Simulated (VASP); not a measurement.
# AlN (P6_3mc) in VASP: further runs

Runs on AlN. Level: PBE. Tasks: relaxation of the atoms.

All numbers are computed with VASP 6.6.1; they aren't measurements. Logs are shortened: lines on timing, memory, paths and dates and some standing lists are left out, and cuts for length are marked.

## (1) The cell of the first run

Symmetry: P6_3mc, No. 186, hexagonal system. Conventional cell: a = 3.224 Å, b = 3.224 Å, c = 5.218 Å, α = 90.00°, β = 90.00°, γ = 120.00°. Al (site symmetry 3m) has 4 N at 1.96 to 1.99 Å within 2.6 Å. N (site symmetry 3m) has 4 Al at 1.96 to 1.99 Å within 2.6 Å.

## (2) Relaxation of the atoms, PBE

Contents of INCAR:

```
SYSTEM = AlN
PREC = Accurate ; ENCUT = 520
EDIFF = 1E-7 ; ISMEAR = 0
SIGMA = 0.05 ; LREAL = .FALSE.
LASPH = .TRUE. ; NELM = 60
ALGO = Normal ; ISIF = 2
LWAVE = .FALSE. ; LCHARG = .FALSE.
GGA = PE ; IBRION = 2
NSW = 50 ; EDIFFG = -0.01
```

Contents of KPOINTS:

```
Automatic mesh
0
G
  9 9 6
  0 0 0
```

Contents of POSCAR:

```
AlN
1.0
    3.2238000000      0.0000000000      0.0000000000
   -1.6119000000      2.7918926967      0.0000000000
    0.0000000000      0.0000000000      5.2176000000
Al N
2 2
Direct
    0.3333333333      0.6666666667      0.0017290859
    0.6666666667      0.3333333333      0.5017290859
    0.3333333333      0.6666666667      0.3832709141
    0.6666666667      0.3333333333      0.8832709141
```

Potentials or basis: VASP PAW PBE potentials, release 64 (Al, N).

Launch:

```
> cat potpaw_PBE.64/Al/POTCAR potpaw_PBE.64/N/POTCAR > POTCAR
> mpirun -np 1 vasp_std > vasp.out
```

OUTCAR:

```text
SYSTEM = AlN
   PREC = Accurate
   ENCUT = 520
   EDIFF = 1E-7
   ISMEAR = 0
   LREAL = .FALSE.
   LASPH = .TRUE.
   NELM = 60
   ISIF = 2
   GGA = PE
   IBRION = 2
   NSW = 50
   EDIFFG = -0.01

 ion  position               nearest neighbor table
   1  0.333  0.667  0.002-   4 1.96   4 1.96   4 1.96   3 1.99   2 3.20   2 3.20   2 3.20   2 3.20
                             2 3.20   2 3.20
   2  0.667  0.333  0.502-   3 1.96   3 1.96   3 1.96   4 1.99   1 3.20   1 3.20   1 3.20   1 3.20
                             1 3.20   1 3.20
   3  0.333  0.667  0.383-   2 1.96   2 1.96   2 1.96   1 1.99
   4  0.667  0.333  0.883-   1 1.96   1 1.96   1 1.96   2 1.99

  LATTYP: Found a hexagonal cell.
 ALAT       =     3.2238000000
 C/A-ratio  =     1.6184626838

  Lattice vectors:

 A1 = (   3.2238000000,   0.0000000000,   0.0000000000)
 A2 = (  -1.6119000000,   2.7918926967,   0.0000000000)
 A3 = (   0.0000000000,   0.0000000000,   5.2176000000)

Analysis of symmetry for initial positions (statically):
=====================================================================
 Subroutine PRICEL returns:
 Original cell was already a primitive cell.

 Routine SETGRP: Setting up the symmetry group for a
 hexagonal supercell.

 Subroutine GETGRP returns: Found 12 space group operations
 (whereof  6 operations were pure point group operations)
 out of a pool of 24 trial point group operations.

The static configuration has the point symmetry C_3v.
 The point group associated with its full space group is C_6v.

Analysis of symmetry for dynamics (positions and initial velocities):
=====================================================================
 Subroutine PRICEL returns:
 Original cell was already a primitive cell.

 Routine SETGRP: Setting up the symmetry group for a
 hexagonal supercell.

 Subroutine GETGRP returns: Found 12 space group operations
 (whereof  6 operations were pure point group operations)
 out of a pool of 24 trial point group operations.

The dynamic configuration has the point symmetry C_3v.
 The point group associated with its full space group is C_6v.

 Subroutine INISYM returns: Found 12 space group operations
 (whereof  6 operations are pure point group operations),
 and found     1 'primitive' translations

----------------------------------------------------------------------------------------

                                     Primitive cell

  volume of cell :      46.9610

  direct lattice vectors                    reciprocal lattice vectors
     3.223800000  0.000000000  0.000000000     0.310192940  0.179089977  0.000000000
    -1.611900000  2.791892697  0.000000000     0.000000000  0.358179955  0.000000000
     0.000000000  0.000000000  5.217600000     0.000000000  0.000000000  0.191659000

  length of vectors
     3.223800000  3.223800000  5.217600000     0.358179955  0.358179955  0.191659000

  position of ions in fractional coordinates (direct lattice)
     0.333333333  0.666666667  0.001729086
     0.666666667  0.333333333  0.501729086
     0.333333333  0.666666667  0.383270914
     0.666666667  0.333333333  0.883270914

  ion indices of the primitive-cell ions
   primitive index   ion index
                 1           1
                 2           2
                 3           3
                 4           4

----------------------------------------------------------------------------------------

 KPOINTS: Automatic mesh

Automatic generation of k-mesh.
 Grid dimensions read from file:
 generate k-points for:    9    9    6

 Generating k-lattice:

  Cartesian coordinates                     Fractional coordinates (reciprocal lattice)
     0.034465882  0.019898886  0.000000000     0.111111111  0.000000000  0.000000000
     0.000000000  0.039797773  0.000000000     0.000000000  0.111111111  0.000000000
     0.000000000  0.000000000  0.031943167     0.000000000  0.000000000  0.166666667

  Length of vectors
     0.039797773  0.039797773  0.031943167

  Shift w.r.t. Gamma in fractional coordinates (k-lattice)
     0.000000000  0.000000000  0.000000000

 Subroutine IBZKPT returns following result:
 ===========================================

 Found     48 irreducible k-points:

 Following reciprocal coordinates:
            Coordinates               Weight
  0.000000  0.000000  0.000000      1.000000
  0.111111 -0.000000  0.000000      6.000000
  0.222222 -0.000000  0.000000      6.000000
  0.333333 -0.000000  0.000000      6.000000
  0.444444 -0.000000  0.000000      6.000000
  0.111111  0.111111  0.000000      6.000000
[... 16 lines left out ...]
  0.333333  0.222222  0.166667     24.000000
  0.333333  0.333333  0.166667      4.000000
 [... further k-points ...]
   k-points           NKPTS =     48   k-points in BZ     NKDIM =     48   number of bands    NBANDS=     12
   number of dos      NEDOS =    301   number of ions     NIONS =      4
   total plane-waves  NPLWV =  23040
   dimension x,y,z NGX =    24 NGY =   24 NGZ =   40
   dimension x,y,z NGXF=    48 NGYF=   48 NGZF=   80
   ions per type =               2   2
   NGX,Y,Z   is equivalent  to a cutoff of  12.38, 12.38, 12.75 a.u.
   NGXF,Y,Z  is equivalent  to a cutoff of  24.75, 24.75, 25.49 a.u.
 SYSTEM =  AlN
   PREC   = accura    normal or accurate (medium, high low for compatibility)
   ISTART =      0    job   : 0-new  1-cont  2-samecut
   ICHARG =      2    charge: 1-file 2-atom 10-const
   ISPIN  =      1    spin polarized calculation?
   LNONCOLLINEAR =      F non collinear calculations
   LSORBIT =      F    spin-orbit coupling
   LASPH  =      T    aspherical Exc in radial PAW
   ENCUT  =  520.0 eV  38.22 Ry    6.18 a.u.   5.99  5.99  9.70*2*pi/ulx,y,z
   NELM   =     60;   NELMIN=  2; NELMDL= -5     # of ELM steps
   EDIFF  = 0.1E-06   stopping-criterion for ELM
   LREAL  =      F    real-space projection
   EDIFFG = -.1E-01   stopping-criterion for IOM
   NSW    =     50    number of steps for IOM
   IBRION =      2    ionic relax: 0-MD 1-quasi-New 2-CG
   NFREE  =      1    steps in history (QN), initial steepest desc. (CG)
   ISIF   =      2    stress and relaxation
   ISYM   =      2    0-nonsym 1-usesym 2-fastsym
   POTIM  = 0.5000    time-step for ionic-motion
   TEBEG  =    0.0;   TEEND  =   0.0 temperature during run
   PSTRESS=    0.0 pullay stress
   NELECT =      16.0000    total number of electrons
   NUPDOWN=      -1.0000    fix difference up-down
   EMIN   =  10.00;   EMAX   =-10.00  energy-range for DOS
   EFERMI =   0.00;   METHOD = LEGACY
   ISMEAR =     0;   SIGMA  =   0.05  broadening in eV -4-tet -1-fermi 0-gaus
   EFERMI_NEDOS =   21; number of points for ismear=-14 and -15
   IALGO  =     38    algorithm
   IMIX   =      4    mixing-type and parameters
     AMIX     =   0.40;   BMIX     =  1.00
     AMIX_MAG =   1.60;   BMIX_MAG =  1.00
  volume/ion in A,a.u.               =      11.74        79.23
  Fermi-wavevector in a.u.,A,eV,Ry     =   1.143411  2.160733 17.788097  1.307388
  Thomas-Fermi vector in A             =   2.280106
   LORBIT       =      0    0 simple, 1 ext, 2 COOP (PROOUT), +10 PAW based schemes
   GGA     = PE    functional components
   LHFCALC =     F    Hartree Fock is set to
   AEXX    =    0.0000 exact exchange contribution
   IVDW    =     0    specifies the selected vdW correction
   LEPSILON=     F    determine dielectric tensor
   LRPA    =     F    only Hartree local field effects (RPA)
 conjugate gradient relaxation of ions
 non-spin polarized calculation
 Gauss-broadening in eV      SIGMA  =   0.05
  energy-cutoff  :      520.00
  volume of cell :       46.96
 maximum number of plane-waves:      1290
 NGX is ok and might be reduce to    24
   NGX = 11   NGY = 11   NGZ = 19

--------------------------------------- Ionic step        1  -------------------------------------------

 number of electron      16.0000004 magnetization

 Free energy of the ion-electron system (eV)
  ---------------------------------------------------
  ext. energy  EPLUGINS =         0.00000000
  ---------------------------------------------------
  free energy    TOTEN  =       -29.54342155 eV

  energy without entropy =      -29.54342155  energy(sigma->0) =      -29.54342155

------------------------ aborting loop because EDIFF is reached ----------------------------------------

  FORCE on cell =-STRESS in cart. coord.  units (eV):
  Direction    XX          YY          ZZ          XY          YZ          ZX
  --------------------------------------------------------------------------------------
  -------------------------------------------------------------------------------------
  Total       -4.4685873     -4.4685873     -4.9456464      0.0000000     -0.0000000     -0.0000000
  in kB     -152.4555485   -152.4555485   -168.7314526      0.0000000     -0.0000000     -0.0000000
  external PRESSURE =    -157.8808498 kB  Pullay stress =       0.0000000 kB
[... 61 lines left out ...]
  energy  without entropy=      -29.5441417001  energy(sigma->0) =      -29.54414170

--------------------------------------- Ionic step        3  -------------------------------------------

 number of electron      16.0000004 magnetization

 Free energy of the ion-electron system (eV)
  ---------------------------------------------------
  ext. energy  EPLUGINS =         0.00000000
  ---------------------------------------------------
  free energy    TOTEN  =       -29.54416154 eV

  energy without entropy =      -29.54416154  energy(sigma->0) =      -29.54416154

 E-fermi :   5.2193     XC(G=0): -10.4112

 val. band max:        5.0212569886   @ k =   0.0000   0.0000   0.0000
 cond. band min:       8.2779657158   @ k =   0.0000   0.0000   0.0000
 fundamental gap:      3.2567087272
 Fermi energy:         5.2192916028

 k-point     1 :       0.0000    0.0000    0.0000
  band No.  band energies     occupation
      1      -9.4360      2.00000
      2      -7.6703      2.00000
      3      -0.4479      2.00000
      4       4.3185      2.00000
      5       4.3185      2.00000
      6       4.9115      2.00000
      7       4.9115      2.00000
      8       5.0213      2.00000
      9       8.2780      0.00000
     10      10.8384      0.00000
     11      14.6989      0.00000
     12      15.4782      0.00000
[... 331 lines left out ...]
 k-point    24 :       0.3333    0.3333    0.1667
  band No.  band energies     occupation
      1      -7.3183      2.00000
      2      -7.3183      2.00000
      3       0.8787      2.00000
      4       1.1270      2.00000
      5       1.1270      2.00000
      6       2.6463      2.00000
      7       3.3084      2.00000
      8       3.3084      2.00000
      9      10.3527      0.00000
     10      12.8822      0.00000
     11      13.4164      0.00000
     12      13.4164      0.00000

 [... further k-points ...]

------------------------ aborting loop because EDIFF is reached ----------------------------------------

  FORCE on cell =-STRESS in cart. coord.  units (eV):
  Direction    XX          YY          ZZ          XY          YZ          ZX
  --------------------------------------------------------------------------------------
  -------------------------------------------------------------------------------------
  Total       -4.5157333     -4.5157333     -4.8586975      0.0000000     -0.0000000      0.0000000
  in kB     -154.0640363   -154.0640363   -165.7650050      0.0000000     -0.0000000      0.0000000
  external PRESSURE =    -157.9643592 kB  Pullay stress =       0.0000000 kB
[... 19 lines left out ...]
  FREE ENERGIE OF THE ION-ELECTRON SYSTEM (eV)
  ---------------------------------------------------
  free  energy   TOTEN  =       -29.5441615367 eV

  energy  without entropy=      -29.5441615367  energy(sigma->0) =      -29.54416154

 reached required accuracy - stopping structural energy minimisation
```

It took 79 s on 1 thread of Intel Xeon 8259CL, shared host; peak memory 0.16 GiB.

Results:

```yaml
Free_energy: -29.5442 eV
Energy_gained_by_relaxing: 0.2 meV/atom
Ionic_steps: 3
Pressure_after_relaxing: -15.8 GPa
Band_gap_on_the_k_mesh: 3.26 eV
```

The path:
```
step  energy change (eV)  largest force (eV/Å)  pressure (GPa)
   1              0.0000                0.0799          -15.79
   2             -0.0007                0.0131          -15.80
   3             -0.0007                0.0004          -15.80
```

Final structure:
```
CELL_PARAMETERS angstrom
3.22380 0.00000 0.00000
-1.61190 2.79189 0.00000
0.00000 0.00000 5.21760
ATOMIC_POSITIONS crystal
Al 0.33333 0.66667 0.00261
Al 0.66667 0.33333 0.50261
N 0.33333 0.66667 0.38239
N 0.66667 0.33333 0.88239
```

Levels at points of the mesh, in eV from the valence-band top:
| k point | band 4 | band 5 | band 6 | band 7 | band 8 | band 9 | band 10 | band 11 | band 12 |
| --- | --- | --- | --- | --- | --- | --- | --- | --- | --- |
| (0.00, 0.00, 0.00) | -0.70 | -0.70 | -0.11 | -0.11 | 0.00 | 3.26 | 5.82 | 9.68 | 10.46 |
| (0.00, 0.00, 0.50) | -3.15 | -0.41 | -0.41 | -0.41 | -0.41 | 5.56 | 5.56 | 9.40 | 9.40 |

## (3) Relaxation of the atoms, PBE

This run uses another cell than the first one, of 11.92 Å³/atom.

Contents of INCAR:

```
SYSTEM = AlN
PREC     = Accurate       ! precision mode
ENCUT    = 520            ! plane-wave cutoff, eV
EDIFF    = 1E-6           ! SCF threshold, eV
ISMEAR   = 0              ! smearing method
SIGMA    = 0.05           ! smearing width, eV
LREAL    = .False.        ! projectors in reciprocal space
LASPH    = .True.         ! aspherical terms in the spheres
NELM     = 100            ! most SCF steps
ALGO     = Normal         ! electronic algorithm
ISIF     = 2              ! what is computed and relaxed
LWAVE    = .False.        ! write WAVECAR
LCHARG   = .False.        ! write CHGCAR
GGA      = PE             ! functional
IBRION   = 2              ! ionic algorithm
NSW      = 50             ! ionic steps
EDIFFG   = -0.01          ! ionic threshold
```

Contents of KPOINTS:

```
Automatic mesh
0
Gamma
  9 9 6
  0 0 0
```

Contents of POSCAR:

```
AlN
1.0
    3.1298889828      0.0000000000      0.0000000000
   -1.5649444914      2.7105633702      0.0000000000
    0.0000000000      0.0000000000      5.6190000000
Al N
2 2
Direct
    0.3333333333      0.6666666667      0.0017290859
    0.6666666667      0.3333333333      0.5017290859
    0.3333333333      0.6666666667      0.3832709141
    0.6666666667      0.3333333333      0.8832709141
```

Potentials or basis: VASP PAW PBE potentials, release 64 (Al, N).

Launch:

```
> cat potpaw_PBE.64/Al/POTCAR potpaw_PBE.64/N/POTCAR > POTCAR
> mpirun -np 1 vasp_std > vasp.out
```

Wall time 79 s (1 thread of Intel Xeon 8259CL, shared host); peak memory 0.17 GiB.

Results (log left out):

```
Free energy                  : -29.1662 eV
Energy gained by relaxing    : 0.9 meV/atom
Ionic steps                  : 3
Pressure after relaxing      : -15.4 GPa
Largest force after relaxing : 0.005 eV/Å
Band gap on the k mesh       : 2.72 eV
```

Forces on the atoms (eV/Å):
```
Al   0.000  0.000 -0.005
Al   0.000  0.000 -0.005
N    0.000  0.000  0.005
N    0.000  0.000  0.005
```

Stress tensor (GPa, compression positive):
```
 -5.85   0.00   0.00
  0.00  -5.85   0.00
  0.00   0.00 -34.46
```

Step by step:
```tsv
step	energy change (eV)	largest force (eV/Å)	pressure (GPa)
1	0.0000	0.1415	-14.66
2	-0.0029	0.0683	-15.04
3	-0.0037	0.0045	-15.38
```

Final structure:
```
Al N
1.0
     3.12989    0.00000    0.00000
    -1.56494    2.71056    0.00000
     0.00000    0.00000    5.61900
Al N
2 2
Direct
  0.33333 0.66667 0.00408
  0.66667 0.33333 0.50408
  0.33333 0.66667 0.38092
  0.66667 0.33333 0.88092
```

Levels at points of the mesh, in eV from the valence-band top:
```
           k point  band 6  band 7  band 8  band 9  band 10  band 11
(0.00, 0.00, 0.00)   -0.37    0.00    0.00    2.72     6.56     8.91
(0.00, 0.00, 0.50)   -0.19   -0.19   -0.19    5.55     5.55     8.90
```

[end of part 1 of 2]
